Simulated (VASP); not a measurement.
The system is MgS.

```
S Mg
1.0
     0.00000    2.77529    2.77529
     2.77529    0.00000    2.77529
     2.77529    2.77529    0.00000
S Mg
1 1
Direct
  0.25000 0.25000 0.25000
  0.00000 0.00000 0.00000
```

Base run:

| Item | Value |
| --- | --- |
| Program | VASP 6.6.1 |
| Functional | r2SCAN |
| Potentials or basis | VASP PAW PBE potentials, release 64 (S, Mg) |
| Cutoff | 520 eV |
| k mesh | 8 × 8 × 8 |
| Occupations | fermi-dirac, width 0.05 eV |
| Spin | no spin polarisation |

Its results: band gap on the k mesh 4.27 eV, indirect (least direct gap 4.45 eV); pressure 3.7 GPa.

Question: After a change of settings the same cell gave: band gap on the k mesh 3.76 eV, direct; pressure 4.9 GPa. Which change was it?
A. functional from r2SCAN to PBE0; k mesh from 8 × 8 × 8 to 4 × 4 × 4
B. functional from r2SCAN to PBE
C. potentials or basis from VASP PAW PBE potentials, release 64 (S, Mg) to VASP PAW PBE potentials, release 64 (S, Mg_sv); cutoff from 520 eV to 660 eV; further incar settings from ALGO = Normal; EDIFF = 1e-06; NBANDS = 11 to ALGO = Normal; EDIFF = 1e-06; NBANDS = 15; valence electrons from 8 to 16
D. functional from r2SCAN to LDA; potentials or basis from VASP PAW PBE potentials, release 64 (S, Mg) to VASP PAW LDA potentials, release 64 (S, Mg)

Answer: B.

r2SCAN gives the wider gap, since meta-GGAs in the generalised Kohn-Sham scheme recover part of the derivative discontinuity.

Caveats: the PAW data sets were made with another functional, which shifts forces and pressure a little (some runs).
